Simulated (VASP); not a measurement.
# SmZn3I2 (I4/mmm) in VASP: notebook

Runs on SmZn3I2. Level: PBE. Tasks: single point.

Program: VASP 6.6.1. These are calculated values, not measurements. Logs are shortened: lines on timing, memory, paths and dates and some standing lists are left out, and cuts for length are marked.

## Step 1: The cell of the first run

The structure is tetragonal, space group I4/mmm (No. 139). Conventional cell: a = 6.285 Å, b = 6.285 Å, c = 11.105 Å, α = 90.00°, β = 90.00°, γ = 90.00°. Sm (site symmetry 4/mmm) has 2 Zn at 3.04 Å and 4 I at 3.14 Å within 4.0 Å. Zn (site symmetry 4mm) has 1 Zn at 2.52 Å and 1 Sm at 3.04 Å within 3.3 Å. Zn (site symmetry 4/mmm) has 2 Zn at 2.52 Å and 4 I at 3.14 Å within 3.3 Å. Within 4.1 Å of I (site symmetry mmm) lie 2 Sm at 3.14 Å and 6 Zn at 3.14 to 4.03 Å.

The cell was built from a structure type or drawn by symmetry, and may not be a known phase.

## Step 2: Single point, PBE

Contents of INCAR:

```
SYSTEM = SmZn3I2
ALGO = Normal
EDIFF = 1E-6
ENCUT = 500
GGA = PE
GGA_COMPAT = .False.
ISIF = 2
ISMEAR = 0
LASPH = .True.
LCHARG = .False.
LMAXMIX = 6
LREAL = .False.
LWAVE = .False.
NBANDS = 40
NELM = 200
PREC = Accurate
SIGMA = 0.2
```

Contents of KPOINTS:

```
k-points
0
Gamma
  4 4 4
  0 0 0
```

Contents of POSCAR:

```
SmZn3I2
1.0
   -3.1425249107      3.1425249107      5.5523568855
    3.1425249107     -3.1425249107      5.5523568855
    3.1425249107      3.1425249107     -5.5523568855
Sm Zn I
1 3 2
Direct
    0.0000000000      0.0000000000      0.0000000000
    0.7265088311      0.7265088311      0.0000000000
    0.2734911689      0.2734911689      0.0000000000
    0.5000000000      0.5000000000      0.0000000000
    0.5000000000      0.0000000000      0.5000000000
    0.0000000000      0.5000000000      0.5000000000
```

Potentials or basis: VASP PAW PBE potentials, release 64 (Sm_3, Zn, I), 4f in core.

Command:

```sh
> cat potpaw_PBE.64/Sm_3/POTCAR potpaw_PBE.64/Zn/POTCAR potpaw_PBE.64/I/POTCAR > POTCAR
> mpirun -np 1 vasp_std > vasp.out
```

OUTCAR:

```text
SYSTEM = SmZn3I2
   EDIFF = 1E-6
   ENCUT = 500
   GGA = PE
   ISIF = 2
   ISMEAR = 0
   LASPH = .True.
   LREAL = .False.
   NELM = 200
   PREC = Accurate

 ion  position               nearest neighbor table
   1  0.000  0.000  0.000-   2 3.04   3 3.04   5 3.14   6 3.14   6 3.14   5 3.14
   2  0.727  0.727  0.000-   4 2.52   1 3.04
   3  0.273  0.273  0.000-   4 2.52   1 3.04
   4  0.500  0.500  0.000-   2 2.52   3 2.52   5 3.14   6 3.14   5 3.14   6 3.14
   5  0.500  0.000  0.500-   1 3.14   4 3.14   4 3.14   1 3.14
   6  0.000  0.500  0.500-   1 3.14   4 3.14   1 3.14   4 3.14

  LATTYP: Found a body centered tetragonal cell.
 ALAT       =     6.2850498214
 C/A-ratio  =     1.7668457827

  Lattice vectors:

 A1 = (  -3.1425249107,   3.1425249107,   5.5523568855)
 A2 = (   3.1425249107,  -3.1425249107,   5.5523568855)
 A3 = (   3.1425249107,   3.1425249107,  -5.5523568855)

Analysis of symmetry for initial positions (statically):
=====================================================================
 Subroutine PRICEL returns:
 Original cell was already a primitive cell.

 Routine SETGRP: Setting up the symmetry group for a
 body centered tetragonal supercell.

 Subroutine GETGRP returns: Found 16 space group operations
 (whereof 16 operations were pure point group operations)
 out of a pool of 16 trial point group operations.

The static configuration has the point symmetry D_4h.

Analysis of symmetry for dynamics (positions and initial velocities):
=====================================================================
 Subroutine PRICEL returns:
 Original cell was already a primitive cell.

 Routine SETGRP: Setting up the symmetry group for a
 body centered tetragonal supercell.

 Subroutine GETGRP returns: Found 16 space group operations
 (whereof 16 operations were pure point group operations)
 out of a pool of 16 trial point group operations.

The dynamic configuration has the point symmetry D_4h.

 Subroutine INISYM returns: Found 16 space group operations
 (whereof 16 operations are pure point group operations),
 and found     1 'primitive' translations

----------------------------------------------------------------------------------------

[... 87 lines left out ...]
   NELM   =    200;   NELMIN=  2; NELMDL= -5     # of ELM steps
   EDIFF  = 0.1E-05   stopping-criterion for ELM
   LREAL  =      F    real-space projection
   EDIFFG = 0.1E-04   stopping-criterion for IOM
   NSW    =      0    number of steps for IOM
   IBRION =     -1    ionic relax: 0-MD 1-quasi-New 2-CG
   NFREE  =      0    steps in history (QN), initial steepest desc. (CG)
   ISIF   =      2    stress and relaxation
   ISYM   =      2    0-nonsym 1-usesym 2-fastsym
   POTIM  = 0.5000    time-step for ionic-motion
   TEBEG  =    0.0;   TEEND  =   0.0 temperature during run
   PSTRESS=    0.0 pullay stress
   NELECT =      61.0000    total number of electrons
   NUPDOWN=      -1.0000    fix difference up-down
   EMIN   =  10.00;   EMAX   =-10.00  energy-range for DOS
   EFERMI =   0.00;   METHOD = LEGACY
   ISMEAR =     0;   SIGMA  =   0.20  broadening in eV -4-tet -1-fermi 0-gaus
   EFERMI_NEDOS =   21; number of points for ismear=-14 and -15
   IALGO  =     38    algorithm
   IMIX   =      4    mixing-type and parameters
     AMIX     =   0.40;   BMIX     =  1.00
     AMIX_MAG =   1.60;   BMIX_MAG =  1.00
  volume/ion in A,a.u.               =      36.55       246.68
  Fermi-wavevector in a.u.,A,eV,Ry     =   1.068611  2.019383 15.536908  1.141930
  Thomas-Fermi vector in A             =   2.204265
   LORBIT       =      0    0 simple, 1 ext, 2 COOP (PROOUT), +10 PAW based schemes
   GGA     = PE    functional components
   LHFCALC =     F    Hartree Fock is set to
   AEXX    =    0.0000 exact exchange contribution
   IVDW    =     0    specifies the selected vdW correction
   LEPSILON=     F    determine dielectric tensor
   LRPA    =     F    only Hartree local field effects (RPA)
 non-spin polarized calculation
 Gauss-broadening in eV      SIGMA  =   0.20
  energy-cutoff  :      500.00
  volume of cell :      219.33
 maximum number of plane-waves:      5620
 NGX is ok and might be reduce to    54
   NGX = 25   NGY = 25   NGZ = 25

 number of electron      61.0000010 magnetization

 Free energy of the ion-electron system (eV)
  ---------------------------------------------------
  ext. energy  EPLUGINS =         0.00000000
  ---------------------------------------------------
  free energy    TOTEN  =       -11.73989962 eV

  energy without entropy =      -11.68412520  energy(sigma->0) =      -11.71201241

 E-fermi :   2.4038     XC(G=0):  -8.0391

 val. band max:        2.3760236877   @ k =   0.5000   0.5000   0.5000
 cond. band min:       2.4279366012   @ k =  -0.2500  -0.2500   0.2500
 fundamental gap:      0.0519129135
 Fermi energy:         2.4038062767

 k-point     1 :       0.0000    0.0000    0.0000
  band No.  band energies     occupation
      1     -40.2607      2.00000
      2     -19.7501      2.00000
      3     -19.7501      2.00000
      4     -19.4741      2.00000
      5     -11.8520      2.00000
      6     -11.5847      2.00000
[... 548 lines left out ...]
     39       5.2793      0.00000
     40       5.9180      0.00000

------------------------ aborting loop because EDIFF is reached ----------------------------------------

  FORCE on cell =-STRESS in cart. coord.  units (eV):
  Direction    XX          YY          ZZ          XY          YZ          ZX
  --------------------------------------------------------------------------------------
  -------------------------------------------------------------------------------------
  Total        0.6835992      0.6835992      0.0715436      0.0000000      0.0000000     -0.0000000
  in kB        4.9936406      4.9936406      0.5226205      0.0000000      0.0000000     -0.0000000
  external PRESSURE =       3.5033005 kB  Pullay stress =       0.0000000 kB

 VOLUME and BASIS-vectors are now :
 -----------------------------------------------------------------------------
  energy-cutoff  :      500.00
  volume of cell :      219.33
      direct lattice vectors                 reciprocal lattice vectors
    -3.142524911  3.142524911  5.552356886     0.000000000  0.159107728  0.090051848
     3.142524911 -3.142524911  5.552356886     0.159107728  0.000000000  0.090051848
     3.142524911  3.142524911 -5.552356886     0.159107728  0.159107728  0.000000000

 POSITION                                       TOTAL-FORCE (eV/Angst)
 -----------------------------------------------------------------------------------
      0.00000      0.00000      0.00000        -0.000000     -0.000000      0.000000
      0.00000      0.00000      8.06767         0.000000      0.000000     -0.038482
      0.00000      0.00000      3.03704         0.000000      0.000000      0.038482
      0.00000      0.00000      5.55236        -0.000000     -0.000000      0.000000
      0.00000      3.14252      0.00000        -0.000000     -0.000000      0.000000
      3.14252      0.00000      0.00000        -0.000000     -0.000000      0.000000
 -----------------------------------------------------------------------------------
    total drift:                                0.000000      0.000000     -0.000000

  FREE ENERGIE OF THE ION-ELECTRON SYSTEM (eV)
  ---------------------------------------------------
  free  energy   TOTEN  =       -11.7398996229 eV

  energy  without entropy=      -11.6841252047  energy(sigma->0) =      -11.71201241
```

OSZICAR:

```text
N       E                     dE             d eps       ncg     rms          rms(c)
DAV:   1     0.435565217271E+03    0.43557E+03   -0.25505E+04  1040   0.147E+03
DAV:   2     0.284448830520E+02   -0.40712E+03   -0.39215E+03  1064   0.358E+02
DAV:   3    -0.105574987133E+02   -0.39002E+02   -0.38194E+02  1264   0.113E+02
DAV:   4    -0.118596988033E+02   -0.13022E+01   -0.12973E+01  1152   0.190E+01
DAV:   5    -0.118896741745E+02   -0.29975E-01   -0.29959E-01  1392   0.251E+00    0.534E+00
DAV:   6    -0.117491761511E+02    0.14050E+00   -0.52588E-01  1232   0.814E+00    0.337E+00
DAV:   7    -0.117362676013E+02    0.12909E-01   -0.12629E-01  1192   0.350E+00    0.131E+00
DAV:   8    -0.117393639242E+02   -0.30963E-02   -0.26878E-02  1208   0.154E+00    0.287E-01
DAV:   9    -0.117395736380E+02   -0.20971E-03   -0.36328E-03  1152   0.104E+00    0.113E-01
DAV:  10    -0.117398151641E+02   -0.24153E-03   -0.11285E-03  1168   0.432E-01    0.463E-02
DAV:  11    -0.117398744859E+02   -0.59322E-04   -0.31278E-04  1176   0.185E-01    0.230E-02
DAV:  12    -0.117398955339E+02   -0.21048E-04   -0.42677E-05  1160   0.579E-02    0.811E-03
DAV:  13    -0.117398994171E+02   -0.38832E-05   -0.11212E-05  1112   0.286E-02    0.489E-03
DAV:  14    -0.117398996229E+02   -0.20577E-06   -0.31105E-06  1120   0.200E-02
   1 F= -.11739900E+02 E0= -.11712012E+02  d E =-.557744E-01
```

Run time: 94 s. Hardware: 1 thread of AMD EPYC 9R45 (Zen 5), shared host; peak memory 0.4 GiB.

Results:

```
Free energy            : -11.7399 eV
Pressure               : 0.4 GPa
Largest force          : 0.038 eV/Å
Band gap on the k mesh : zero (an odd number of electrons rules out a gap without spin polarisation)
```

Forces on the atoms (eV/Å):
```
Sm   0.000  0.000  0.000
Zn   0.000  0.000 -0.038
Zn   0.000  0.000  0.038
Zn   0.000  0.000  0.000
I    0.000  0.000  0.000
I    0.000  0.000  0.000
```

Levels at points of the mesh, in eV from the Fermi level:
```csv
k point,band 27,band 28,band 29,band 30,band 31,band 32,band 33,band 34,band 35,band 36
"(0.00, 0.00, 0.00)",-3.76,-3.63,-2.70,-2.43,-0.40,-0.40,-0.08,1.12,1.30,1.74
"(0.50, 0.00, 0.00)",-3.90,-3.14,-2.43,-0.53,-0.21,0.11,1.02,1.04,1.20,1.99
"(0.50, 0.50, 0.00)",-3.49,-3.07,-2.94,-0.71,0.15,0.76,1.08,1.32,1.58,1.86
"(0.50, 0.50, 0.50)",-3.72,-3.41,-2.17,-2.04,-0.03,0.40,0.40,1.13,1.31,1.43
```

Caveat: spin-orbit coupling is left out, which moves the levels of the heavy elements; the 4f electrons are frozen in the core, so they carry no moment and show no levels; an odd number of electrons without spin polarisation forces a metal; a magnetic or distorted state may lie lower; the run has no spin polarisation, though such a crystal can be magnetic. Spin polarisation is off, so any magnetic state and its effect on volume and gap are missing.

## Step 3: Single point, PBE

This run uses another cell than the first one, of 33.14 Å³/atom.

Contents of INCAR:

```
PREC = Accurate ; ENCUT = 500
EDIFF = 1E-6 ; ISMEAR = 0
SIGMA = 0.2 ; LREAL = False
LASPH = True ; NELM = 200
ALGO = Normal ; ISIF = 2
LWAVE = False ; LCHARG = True
GGA = PE ; LELF = True
LVHAR = True ; NBANDS = 40
GGA_COMPAT = False ; LMAXMIX = 6
```

Contents of KPOINTS:

```
Automatic mesh
0
Gamma
  4 4 4
```

Contents of POSCAR:

```
SmZn3I2
1.0
   -3.0848804534      3.0848804534      5.2235386361
    3.0848804534     -3.0848804534      5.2235386361
    3.0848804534      3.0848804534     -5.2235386361
Sm Zn I
1 3 2
Direct
    0.0000000000      0.0000000000      0.0000000000
    0.7253813311      0.7253813311      0.0000000000
    0.2746186689      0.2746186689      0.0000000000
    0.5000000000      0.5000000000      0.0000000000
    0.7500000000      0.2500000000      0.5000000000
    0.2500000000      0.7500000000      0.5000000000
```

Potentials or basis: VASP PAW PBE potentials, release 64 (Sm_3, Zn, I), 4f in core.

Command:

```sh
> cat potpaw_PBE.64/Sm_3/POTCAR potpaw_PBE.64/Zn/POTCAR potpaw_PBE.64/I/POTCAR > POTCAR
> mpirun -np 1 vasp_std > vasp.out
```

Wall time 81 s (1 thread of AMD EPYC 9R45 (Zen 5), shared host); peak memory 0.36 GiB.

It converged, with:

* Free energy: -9.9337 eV
* Pressure: 0.2 GPa
* Largest force: 0.024 eV/Å
* Band gap on the k mesh: zero (an odd number of electrons rules out a gap without spin polarisation)

Forces on the atoms (eV/Å):
```
Sm   0.000  0.000  0.000
Zn   0.000  0.000  0.024
Zn   0.000  0.000 -0.024
Zn   0.000  0.000  0.000
I    0.000  0.000  0.000
I    0.000  0.000  0.000
```

Stress tensor (GPa, compression positive):
```
0.00 0.00 0.00
0.00 0.00 0.00
0.00 0.00 0.68
```

Levels at points of the mesh, in eV from the Fermi level:
| k point | band 26 | band 27 | band 28 | band 29 | band 30 | band 31 | band 32 | band 33 | band 34 | band 35 |
| --- | --- | --- | --- | --- | --- | --- | --- | --- | --- | --- |
| (0.00, 0.00, 0.00) | -3.70 | -3.38 | -3.38 | -3.04 | -2.19 | 0.22 | 0.44 | 1.02 | 1.02 | 1.30 |
| (0.50, 0.00, 0.00) | -3.93 | -3.84 | -2.39 | -1.26 | -0.23 | 0.06 | 0.12 | 0.27 | 0.76 | 1.16 |
| (0.50, 0.50, 0.00) | -3.31 | -2.70 | -2.60 | -0.47 | -0.20 | 0.20 | 0.22 | 0.57 | 0.78 | 0.93 |
| (0.50, 0.50, 0.50) | -3.37 | -3.37 | -3.07 | -2.97 | -1.33 | 0.35 | 0.62 | 0.79 | 0.79 | 1.16 |

Caveat: spin-orbit coupling is left out, which moves the levels of the heavy elements; the 4f electrons are frozen in the core, so they carry no moment and show no levels; an odd number of electrons without spin polarisation forces a metal; a magnetic or distorted state may lie lower; the run has no spin polarisation, though such a crystal can be magnetic.
